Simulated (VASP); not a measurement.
# GaP (F-43m) in VASP: further runs

Runs on GaP. Level: PBEsol. Tasks: relaxation of cell and atoms.

All numbers are computed with VASP 6.6.1; they aren't measurements. Logs are shortened: lines on timing, memory, paths and dates and some standing lists are left out, and cuts for length are marked.

## 1. The cell of the first run

It takes space group F-43m (No. 216, cubic). The conventional cell has a = 5.451 Å, b = 5.451 Å, c = 5.451 Å, α = 90.00°, β = 90.00°, γ = 90.00°. Within 3.1 Å of Ga (site symmetry -43m) lie 4 P at 2.36 Å. P (site symmetry -43m) has 4 Ga at 2.36 Å within 3.1 Å.

## 2. Relaxation of cell and atoms, PBEsol, target pressure 5 GPa, at which the enthalpy is minimised

File INCAR:

```
SYSTEM = GaP
PREC = Accurate
ENCUT = 600
EDIFF = 1E-6
ISMEAR = -1
SIGMA = 0.05
LREAL = .False.
LASPH = .True.
NELM = 60
ALGO = Normal
ISIF = 3
LWAVE = .False.
LCHARG = .False.
GGA = PS
IBRION = 2
NSW = 80
EDIFFG = -0.02
PSTRESS = 50.0
```

File KPOINTS:

```
Automatic mesh
0
Gamma
  8 8 8
  0 0 0
```

File POSCAR:

```
GaP
1.0
    0.0000000000      2.7252500000      2.7252500000
    2.7252500000      0.0000000000      2.7252500000
    2.7252500000      2.7252500000      0.0000000000
Ga P
1 1
Direct
    0.0000000000      0.0000000000      0.0000000000
    0.7500000000      0.7500000000      0.7500000000
```

Potentials or basis: VASP PAW PBE potentials, release 64 (Ga_d, P).

Launch:

```sh
$ cat potpaw_PBE.64/Ga_d/POTCAR potpaw_PBE.64/P/POTCAR > POTCAR
$ mpirun -np 1 vasp_std > vasp.out
```

OUTCAR:

```text
SYSTEM = GaP
   PREC = Accurate
   ENCUT = 600
   EDIFF = 1E-6
   ISMEAR = -1
   LREAL = .False.
   LASPH = .True.
   NELM = 60
   ISIF = 3
   GGA = PS
   IBRION = 2
   NSW = 80
   EDIFFG = -0.02
   PSTRESS = 50.0

 ion  position               nearest neighbor table
   1  0.000  0.000  0.000-   2 2.36   2 2.36   2 2.36   2 2.36
   2  0.750  0.750  0.750-   1 2.36   1 2.36   1 2.36   1 2.36

  LATTYP: Found a face centered cubic cell.
 ALAT       =     5.4505000000

  Lattice vectors:

 A1 = (   0.0000000000,   2.7252500000,   2.7252500000)
 A2 = (   2.7252500000,   0.0000000000,   2.7252500000)
 A3 = (   2.7252500000,   2.7252500000,   0.0000000000)

Analysis of symmetry for initial positions (statically):
[... 5 lines left out ...]
 face centered cubic supercell.

 Subroutine GETGRP returns: Found 24 space group operations
 (whereof 24 operations were pure point group operations)
 out of a pool of 48 trial point group operations.

The static configuration has the point symmetry T_d .

Analysis of symmetry for dynamics (positions and initial velocities):
[... 5 lines left out ...]
 face centered cubic supercell.

 Subroutine GETGRP returns: Found 24 space group operations
 (whereof 24 operations were pure point group operations)
 out of a pool of 48 trial point group operations.

The dynamic configuration has the point symmetry T_d .

 Subroutine INISYM returns: Found 24 space group operations
 (whereof 24 operations are pure point group operations),
 and found     1 'primitive' translations

----------------------------------------------------------------------------------------

                                     Primitive cell

  volume of cell :      40.4808

  direct lattice vectors                    reciprocal lattice vectors
     0.000000000  2.725250000  2.725250000    -0.183469406  0.183469406  0.183469406
     2.725250000  0.000000000  2.725250000     0.183469406 -0.183469406  0.183469406
     2.725250000  2.725250000  0.000000000     0.183469406  0.183469406 -0.183469406

  length of vectors
     3.854085511  3.854085511  3.854085511     0.317778334  0.317778334  0.317778334

  position of ions in fractional coordinates (direct lattice)
     0.000000000  0.000000000  0.000000000
     0.750000000  0.750000000  0.750000000

  ion indices of the primitive-cell ions
   primitive index   ion index
                 1           1
                 2           2

----------------------------------------------------------------------------------------

 KPOINTS: Automatic mesh

Automatic generation of k-mesh.
 Grid dimensions read from file:
 generate k-points for:    8    8    8

 Generating k-lattice:

  Cartesian coordinates                     Fractional coordinates (reciprocal lattice)
    -0.022933676  0.022933676  0.022933676     0.125000000  0.000000000  0.000000000
     0.022933676 -0.022933676  0.022933676     0.000000000  0.125000000  0.000000000
     0.022933676  0.022933676 -0.022933676     0.000000000  0.000000000  0.125000000

  Length of vectors
     0.039722292  0.039722292  0.039722292

  Shift w.r.t. Gamma in fractional coordinates (k-lattice)
     0.000000000  0.000000000  0.000000000

 Subroutine IBZKPT returns following result:
 ===========================================

 Found     29 irreducible k-points:

 Following reciprocal coordinates:
            Coordinates               Weight
  0.000000  0.000000  0.000000      1.000000
  0.125000  0.000000  0.000000      8.000000
  0.250000  0.000000  0.000000      8.000000
  0.375000  0.000000  0.000000      8.000000
  0.500000  0.000000  0.000000      4.000000
  0.125000  0.125000  0.000000      6.000000
[... 16 lines left out ...]
  0.500000  0.250000  0.125000     48.000000
 -0.375000  0.250000  0.125000     24.000000
 [... further k-points ...]
   k-points           NKPTS =     29   k-points in BZ     NKDIM =     29   number of bands    NBANDS=     13
   number of dos      NEDOS =    301   number of ions     NIONS =      2
   total plane-waves  NPLWV =  32768
   dimension x,y,z NGX =    32 NGY =   32 NGZ =   32
   dimension x,y,z NGXF=    64 NGYF=   64 NGZF=   64
   ions per type =               1   1
   NGX,Y,Z   is equivalent  to a cutoff of  13.80, 13.80, 13.80 a.u.
   NGXF,Y,Z  is equivalent  to a cutoff of  27.61, 27.61, 27.61 a.u.
 SYSTEM =  GaP
   PREC   = accura    normal or accurate (medium, high low for compatibility)
   ISTART =      0    job   : 0-new  1-cont  2-samecut
   ICHARG =      2    charge: 1-file 2-atom 10-const
   ISPIN  =      1    spin polarized calculation?
   LNONCOLLINEAR =      F non collinear calculations
   LSORBIT =      F    spin-orbit coupling
   LASPH  =      T    aspherical Exc in radial PAW
   ENCUT  =  600.0 eV  44.10 Ry    6.64 a.u.   7.70  7.70  7.70*2*pi/ulx,y,z
   NELM   =     60;   NELMIN=  2; NELMDL= -5     # of ELM steps
   EDIFF  = 0.1E-05   stopping-criterion for ELM
   LREAL  =      F    real-space projection
   EDIFFG = -.2E-01   stopping-criterion for IOM
   NSW    =     80    number of steps for IOM
   IBRION =      2    ionic relax: 0-MD 1-quasi-New 2-CG
   NFREE  =      1    steps in history (QN), initial steepest desc. (CG)
   ISIF   =      3    stress and relaxation
   ISYM   =      2    0-nonsym 1-usesym 2-fastsym
   POTIM  = 0.5000    time-step for ionic-motion
   TEBEG  =    0.0;   TEEND  =   0.0 temperature during run
   PSTRESS=   50.0 pullay stress
   NELECT =      18.0000    total number of electrons
   NUPDOWN=      -1.0000    fix difference up-down
   EMIN   =  10.00;   EMAX   =-10.00  energy-range for DOS
   EFERMI =   0.00;   METHOD = LEGACY
   ISMEAR =    -1;   SIGMA  =   0.05  broadening in eV -4-tet -1-fermi 0-gaus
   EFERMI_NEDOS =   21; number of points for ismear=-14 and -15
   IALGO  =     38    algorithm
   IMIX   =      4    mixing-type and parameters
     AMIX     =   0.40;   BMIX     =  1.00
     AMIX_MAG =   1.60;   BMIX_MAG =  1.00
  volume/ion in A,a.u.               =      20.24       136.59
  Fermi-wavevector in a.u.,A,eV,Ry     =   1.249538  2.361284 21.243377  1.561344
  Thomas-Fermi vector in A             =   2.383574
   LORBIT       =      0    0 simple, 1 ext, 2 COOP (PROOUT), +10 PAW based schemes
   GGA     = PS    functional components
   LHFCALC =     F    Hartree Fock is set to
   AEXX    =    0.0000 exact exchange contribution
   IVDW    =     0    specifies the selected vdW correction
   LEPSILON=     F    determine dielectric tensor
   LRPA    =     F    only Hartree local field effects (RPA)
 conjugate gradient relaxation of ions
 non-spin polarized calculation
  energy-cutoff  :      600.00
  volume of cell :       40.48
 maximum number of plane-waves:      1365
   NGX = 15   NGY = 15   NGZ = 15

--------------------------------------- Ionic step        1  -------------------------------------------

 number of electron      18.0000003 magnetization

 Free energy of the ion-electron system (eV)
  ---------------------------------------------------
  ext. energy  EPLUGINS =         0.00000000
  ---------------------------------------------------
  free energy    TOTEN  =        -9.92055553 eV

  energy without entropy =       -9.92055552  energy(sigma->0) =       -9.92055553

------------------------ aborting loop because EDIFF is reached ----------------------------------------

  FORCE on cell =-STRESS in cart. coord.  units (eV):
  Direction    XX          YY          ZZ          XY          YZ          ZX
  --------------------------------------------------------------------------------------
  -------------------------------------------------------------------------------------
  Total       -0.1618442     -0.1618442     -0.1618442     -0.0000000     -0.0000000      0.0000000
  in kB       -6.4055836     -6.4055836     -6.4055836     -0.0000000     -0.0000000      0.0000000
  external PRESSURE =     -56.4055836 kB  Pullay stress =      50.0000000 kB
[... 61 lines left out ...]
  enthalpy is  TOTEN    =        -8.6743753485 eV   P V=        1.1374489964

--------------------------------------- Ionic step        3  -------------------------------------------

 number of electron      18.0000002 magnetization

 Free energy of the ion-electron system (eV)
  ---------------------------------------------------
  ext. energy  EPLUGINS =         0.00000000
  ---------------------------------------------------
  free energy    TOTEN  =        -9.89103331 eV

  energy without entropy =       -9.89103329  energy(sigma->0) =       -9.89103330

 E-fermi :   5.8743     XC(G=0): -10.2935

 val. band max:        5.1982126162   @ k =   0.0000   0.0000   0.0000
 cond. band min:       6.5847995428   @ k =   0.5000   0.5000   0.0000
 fundamental gap:      1.3865869266
 Fermi energy:         5.8743412896

 k-point     1 :       0.0000    0.0000    0.0000
  band No.  band energies     occupation
      1      -9.4607      2.00000
      2      -9.4607      2.00000
      3      -9.4607      2.00000
      4      -9.3403      2.00000
      5      -9.3403      2.00000
      6      -7.7935      2.00000
      7       5.1982      2.00000
      8       5.1982      2.00000
      9       5.1982      2.00000
     10       7.4444      0.00000
     11       9.0030      0.00000
     12       9.0030      0.00000
     13       9.0030      0.00000
[... 353 lines left out ...]
 k-point    24 :      -0.3750    0.2500    0.1250
  band No.  band energies     occupation
      1      -9.5713      2.00000
      2      -9.4234      2.00000
      3      -9.4082      2.00000
      4      -9.3474      2.00000
      5      -9.3315      2.00000
      6      -5.0531      2.00000
      7      -1.5800      2.00000
      8       1.7352      2.00000
      9       3.0671      2.00000
     10       8.7546      0.00000
     11       9.3507      0.00000
     12      11.7813      0.00000
     13      13.2118      0.00000

 [... further k-points ...]
[... 5 lines left out ...]
  --------------------------------------------------------------------------------------
  -------------------------------------------------------------------------------------
  Total        1.1534886      1.1534886      1.1534886      0.0000000     -0.0000000      0.0000000
  in kB       48.4576210     48.4576210     48.4576210      0.0000000     -0.0000000      0.0000000
  external PRESSURE =      -1.5423790 kB  Pullay stress =      50.0000000 kB
[... 17 lines left out ...]
  FREE ENERGIE OF THE ION-ELECTRON SYSTEM (eV)
  ---------------------------------------------------
  free  energy   TOTEN  =        -9.8910333129 eV

  energy  without entropy=       -9.8910332881  energy(sigma->0) =       -9.89103330

  enthalpy is  TOTEN    =        -8.7008298215 eV   P V=        1.1902034915

 reached required accuracy - stopping structural energy minimisation
```

Run time: 44 s. Hardware: 1 thread of Intel Xeon Platinum 8259CL at 2.50GHz (Skylake/Cascade Lake), shared host; peak memory 0.19 GiB.

Results:

* Free energy: -9.8910 eV
* Relaxed volume: 19.07 Å³/atom
* Relaxed cell: a = 3.778 Å, b = 3.778 Å, c = 3.778 Å, α = 60.00°, β = 60.00°, γ = 60.00°
* Space group after relaxing (to 0.05 Å): F-43m (No. 216)
* Energy change on relaxing (the enthalpy is what falls): +14.8 meV/atom
* Ionic steps: 3
* Pressure after relaxing: 4.8 GPa
* Band gap on the k mesh: 1.39 eV, indirect (least direct gap 2.25 eV)

The path:
```tsv
step	energy change (eV)	largest force (eV/Å)	pressure (GPa)	volume (Å³)
1	0.0000	0.0000	-0.64	40.48
2	0.1087	0.0000	10.24	36.45
3	0.0295	0.0000	4.85	38.14
```

Final structure:
```yaml
crystal:
  lattice:
    - [0.00000, 2.67164, 2.67164]
    - [2.67164, 0.00000, 2.67164]
    - [2.67164, 2.67164, 0.00000]
  atoms:
    - { symbol: Ga, position: [0.00000, 0.00000, 0.00000] }
    - { symbol: P, position: [0.75000, 0.75000, 0.75000] }
```

Caveat: the cell is relaxed towards a set pressure, so the enthalpy falls and the energy may rise; the PAW data sets were made with another functional, which shifts forces and pressure a little. A k mesh can miss the band edges.

## 3. Relaxation of cell and atoms, PBEsol, target pressure 10 GPa, at which the enthalpy is minimised

File INCAR:

```
SYSTEM = GaP
ALGO = Normal ; EDIFF = 1E-6
EDIFFG = -0.02 ; ENCUT = 600
GGA = PS ; IBRION = 2
ISIF = 3 ; ISMEAR = -1
LASPH = .True. ; LCHARG = .False.
LREAL = .False. ; LWAVE = .False.
NELM = 100 ; NSW = 80
PREC = Accurate ; PSTRESS = 100.0
SIGMA = 0.05
```

File KPOINTS:

```
k-points
0
Gamma
  8 8 8
  0 0 0
```

POSCAR is that of step 2.

Potentials or basis: VASP PAW PBE potentials, release 64 (Ga_d, P).

Launch:

```sh
$ cat potpaw_PBE.64/Ga_d/POTCAR potpaw_PBE.64/P/POTCAR > POTCAR
$ mpirun -np 1 vasp_std > vasp.out
```

Run time: 52 s. Hardware: 1 thread of Intel Xeon Platinum 8259CL at 2.50GHz (Skylake/Cascade Lake), shared host; peak memory 0.19 GiB.

The run converged. Its results:

- Free energy: -9.8153 eV
- Relaxed volume: 18.25 Å³/atom
- Relaxed cell: a = 3.723 Å, b = 3.723 Å, c = 3.723 Å, α = 60.00°, β = 60.00°, γ = 60.00°
- Space group after relaxing (to 0.05 Å): F-43m (No. 216)
- Energy change on relaxing (the enthalpy is what falls): +52.6 meV/atom
- Ionic steps: 4
- Pressure after relaxing: 10.1 GPa
- Band gap on the k mesh: 1.28 eV, indirect (least direct gap 2.62 eV)

Step by step:
```tsv
step	energy change (eV)	largest force (eV/Å)	pressure (GPa)	volume (Å³)
1	0.0000	0.0000	-0.64	40.48
2	0.4656	0.0000	25.21	33.11
3	0.1006	0.0000	9.77	36.58
4	0.1053	0.0000	10.08	36.50
```

Final structure:
```
Ga P
1.0
     0.00000    2.63287    2.63287
     2.63287    0.00000    2.63287
     2.63287    2.63287    0.00000
Ga P
1 1
Direct
  0.00000 0.00000 0.00000
  0.75000 0.75000 0.75000
```

Levels at points of the mesh, in eV from the valence-band top:
| k point | band 5 | band 6 | band 7 | band 8 | band 9 | band 10 | band 11 | band 12 | band 13 |
| --- | --- | --- | --- | --- | --- | --- | --- | --- | --- |
| (0.00, 0.00, 0.00) | -14.63 | -13.36 | 0.00 | 0.00 | 0.00 | 2.62 | 3.78 | 3.78 | 3.78 |
| (0.50, 0.00, 0.00) | -14.62 | -10.90 | -7.34 | -1.29 | -1.29 | 1.90 | 4.60 | 4.60 | 8.24 |
| (0.50, 0.50, 0.00) | -14.60 | -9.85 | -7.33 | -3.10 | -3.10 | 1.28 | 1.58 | 11.33 | 11.33 |

Caveat: the cell is relaxed towards a set pressure, so the enthalpy falls and the energy may rise; the PAW data sets were made with another functional, which shifts forces and pressure a little. A k mesh can miss the band edges.

## 4. Relaxation of cell and atoms, PBEsol, target pressure 20 GPa, at which the enthalpy is minimised

File INCAR:

```
PREC     = Accurate       # precision mode
ENCUT    = 600            # plane-wave cutoff, eV
EDIFF    = 1E-6           # SCF threshold, eV
ISMEAR   = -1             # smearing method
SIGMA    = 0.05           # smearing width, eV
LREAL    = False          # projectors in reciprocal space
LASPH    = True           # aspherical terms in the spheres
NELM     = 80             # most SCF steps
ALGO     = Normal         # electronic algorithm
ISIF     = 3              # what is computed and relaxed
LWAVE    = False          # write WAVECAR
LCHARG   = False          # write CHGCAR
GGA      = PS             # functional
IBRION   = 2              # ionic algorithm
NSW      = 80             # ionic steps
EDIFFG   = -0.02          # ionic threshold
PSTRESS  = 200.0
```

File KPOINTS:

```
regular mesh
0
Gamma
  8 8 8
```

POSCAR is that of step 3.

Potentials or basis: VASP PAW PBE potentials, release 64 (Ga_d, P).

Launch:

```sh
$ cat potpaw_PBE.64/Ga_d/POTCAR potpaw_PBE.64/P/POTCAR > POTCAR
$ mpirun -np 1 vasp_std > vasp.out
```

OUTCAR:

```text
PREC = Accurate
   ENCUT = 600
   EDIFF = 1E-6
   ISMEAR = -1
   LREAL = False
   LASPH = True
   NELM = 80
   ISIF = 3
   GGA = PS
   IBRION = 2
   NSW = 80
   EDIFFG = -0.02
   PSTRESS = 200.0

 ion  position               nearest neighbor table
   1  0.000  0.000  0.000-   2 2.36   2 2.36   2 2.36   2 2.36
   2  0.750  0.750  0.750-   1 2.36   1 2.36   1 2.36   1 2.36

  LATTYP: Found a face centered cubic cell.
 ALAT       =     5.4505000000

  Lattice vectors:

 A1 = (   0.0000000000,   2.7252500000,   2.7252500000)
 A2 = (   2.7252500000,   0.0000000000,   2.7252500000)
 A3 = (   2.7252500000,   2.7252500000,   0.0000000000)

Analysis of symmetry for initial positions (statically):
=====================================================================
 Subroutine PRICEL returns:
[... 418 lines left out ...]
      1      -8.4685      2.00000
      2      -8.4685      2.00000
      3      -8.4685      2.00000
      4      -8.3026      2.00000
      5      -8.3026      2.00000
      6      -7.4657      2.00000
      7       6.5029      1.99996
      8       6.5029      1.99996
      9       6.5029      1.99996
     10       9.7057      0.00000
     11      10.2271      0.00000
     12      10.2271      0.00000
     13      10.2271      0.00000
[... 354 lines left out ...]
  band No.  band energies     occupation
      1      -8.6313      2.00000
      2      -8.4170      2.00000
      3      -8.3948      2.00000
      4      -8.3144      2.00000
      5      -8.2902      2.00000
      6      -4.2290      2.00000
      7      -0.9332      2.00000
      8       2.5927      2.00000
      9       4.0143      2.00000
     10      10.2892      0.00000
     11      10.5718      0.00000
     12      13.4084      0.00000
     13      14.8085      0.00000

 [... further k-points ...]

------------------------ aborting loop because EDIFF is reached ----------------------------------------

  FORCE on cell =-STRESS in cart. coord.  units (eV):
  Direction    XX          YY          ZZ          XY          YZ          ZX
  --------------------------------------------------------------------------------------
  -------------------------------------------------------------------------------------
  Total        4.2582757      4.2582757      4.2582757      0.0000000     -0.0000000      0.0000000
  in kB      200.1404603    200.1404603    200.1404603      0.0000000     -0.0000000      0.0000000
  external PRESSURE =       0.1404603 kB  Pullay stress =     200.0000000 kB
[... 21 lines left out ...]
  energy  without entropy=       -9.5929629122  energy(sigma->0) =       -9.59296305

  enthalpy is  TOTEN    =        -5.3376759954 eV   P V=        4.2552871953

 reached required accuracy - stopping structural energy minimisation
```

Wall time 84 s (1 thread of Intel Xeon Platinum 8259CL at 2.50GHz (Skylake/Cascade Lake), shared host); peak memory 0.2 GiB.

Results:

- Free energy: -9.5930 eV
- Relaxed volume: 17.04 Å³/atom
- Relaxed cell: a = 3.639 Å, b = 3.639 Å, c = 3.639 Å, α = 60.00°, β = 60.00°, γ = 60.00°
- Space group after relaxing (to 0.05 Å): F-43m (No. 216)
- Energy change on relaxing (the enthalpy is what falls): +163.8 meV/atom
- Ionic steps: 7
- Pressure after relaxing: 20.0 GPa
- Band gap on the k mesh: 1.11 eV, indirect (least direct gap 3.20 eV)

The path:
```csv
step,energy change (eV),largest force (eV/Å),pressure (GPa),volume (Å³)
1,0.0000,0.0000,-0.64,40.48
2,2.2774,0.0000,78.51,27.05
3,0.2859,0.0000,18.32,34.44
4,0.3193,0.0000,19.75,34.16
5,0.3341,0.0000,20.28,34.04
6,0.3180,0.0000,19.59,34.17
7,0.3276,0.0000,20.01,34.09
```

Final structure:
```
CELL_PARAMETERS angstrom
0.00000 2.57351 2.57351
2.57351 0.00000 2.57351
2.57351 2.57351 0.00000
ATOMIC_POSITIONS crystal
Ga 0.00000 0.00000 0.00000
P 0.75000 0.75000 0.75000
```

Levels at points of the mesh, in eV from the valence-band top:
```
           k point  band 5  band 6  band 7  band 8  band 9  band 10  band 11  band 12  band 13
(0.00, 0.00, 0.00)  -14.81  -13.97    0.00    0.00    0.00     3.20     3.72     3.72     3.72
(0.50, 0.00, 0.00)  -14.79  -11.24   -7.82   -1.41   -1.41     2.11     4.54     4.54     8.30
(0.50, 0.50, 0.00)  -14.77  -10.10   -7.71   -3.38   -3.38     1.11     1.45    11.83    11.83
```

Caveat: the cell is relaxed towards a set pressure, so the enthalpy falls and the energy may rise; the volume moved by over 15 % at a fixed basis, so the end points are rough; the PAW data sets were made with another functional, which shifts forces and pressure a little.

(Part 1 of 2 ends here.)
